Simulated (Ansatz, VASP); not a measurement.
# One calculation of AlN, two programs

File INCAR:

```
PREC = Accurate
ENCUT = 600
EDIFF = 1E-6
ISMEAR = 0
SIGMA = 0.05
LREAL = False
LASPH = True
NELM = 120
ALGO = Normal
ISIF = 2
LWAVE = False
LCHARG = False
GGA = PS
NBANDS = 26
GGA_COMPAT = False
```

File KPOINTS:

```
Automatic mesh
0
Gamma
  8 8 8
```

The input POSCAR:

```
AlN
1.0
   -3.1136926464      0.0000000000      0.0000000000
    0.0000000000      5.3930738627      0.0000000000
    1.5568463232     -2.6965369313     -4.9834165464
Al N
4 4
Direct
    0.9996440540      0.3270887367      0.9992881079
    0.4988478699      0.8380698539      0.9976957399
    0.2508318839      0.9179758210      0.5016637677
    0.7476600400      0.4138494362      0.4953200801
    0.7926073762      0.1273845408      0.5852147524
    0.3239006999      0.6557902020      0.6478013998
    0.0582540381      0.7805476083      0.1165080761
    0.5582540380      0.1692938011      0.1165080761
```

Input for Ansatz:

```yaml
crystal:
  lattice:
    - [-3.1136926464, 0.0, 0.0]
    - [0.0, 5.3930738627, 0.0]
    - [1.5568463232, -2.6965369313, -4.9834165464]
  atoms:
    - { symbol: Al, position: [0.999644054, 0.3270887367, 0.9992881079] }
    - { symbol: Al, position: [0.4988478699, 0.8380698539, 0.9976957399] }
    - { symbol: Al, position: [0.2508318839, 0.917975821, 0.5016637677] }
    - { symbol: Al, position: [0.74766004, 0.4138494362, 0.4953200801] }
    - { symbol: "N", position: [0.7926073762, 0.1273845408, 0.5852147524] }
    - { symbol: "N", position: [0.3239006999, 0.655790202, 0.6478013998] }
    - { symbol: "N", position: [0.0582540381, 0.7805476083, 0.1165080761] }
    - { symbol: "N", position: [0.558254038, 0.1692938011, 0.1165080761] }
basis:
  ecutwfc: 420
kpoints:
  mp_grid: { grid: [8, 8, 8] }
hamiltonian:
  xc: pbesol
scf:
  occupations: { method: gaussian, width: 0.05 }
output:
  forces: true
  stress: true
  eigenvalues: true
  write_density: true
  write_potential: true
  elf: true
  volumetric_format: npy
```

Change from the starting cell: mode 23 (716.9 1/cm) frozen in, largest displacement -0.300 Å.

Alike in both runs: task single point; functional PBEsol; k mesh 8 × 8 × 8; occupations gaussian, width 0.05 eV; no spin polarisation.

```csv
,VASP,Ansatz
version,VASP 6.6.1,Ansatz 0.2.0
potentials or method,"VASP PAW PBE potentials, release 64 (Al, N), cutoff 600 eV","scalar-relativistic, plane waves, PAW"
valence electrons in the cell,32,32
```

Ansatz gave:

| Quantity | Value |
| --- | --- |
| gap on the k mesh at the Fermi level (eV) | 3.31 |
| least direct gap on the mesh (eV) | 3.31 |
| pressure (GPa) | 10.7 |
| traceless stress, the component that is largest in VASP (GPa) | -7.34 |
| rms of the force components (eV/Å) | 3.390 |

Question: Which values does VASP return?

Answer: gap on the k mesh at the Fermi level (eV): 3.32; least direct gap on the mesh (eV): 3.32; pressure (GPa): 10.8; traceless stress, the component that is largest in VASP (GPa): -7.47; rms of the force components (eV/Å): 3.429.

VASP's potentials were made for PBE, not for PBEsol. Atom by atom the forces differ by 0.041 eV/Å (rms over components). The functional is the same, so the differences come from potentials, cutoffs and numerics.
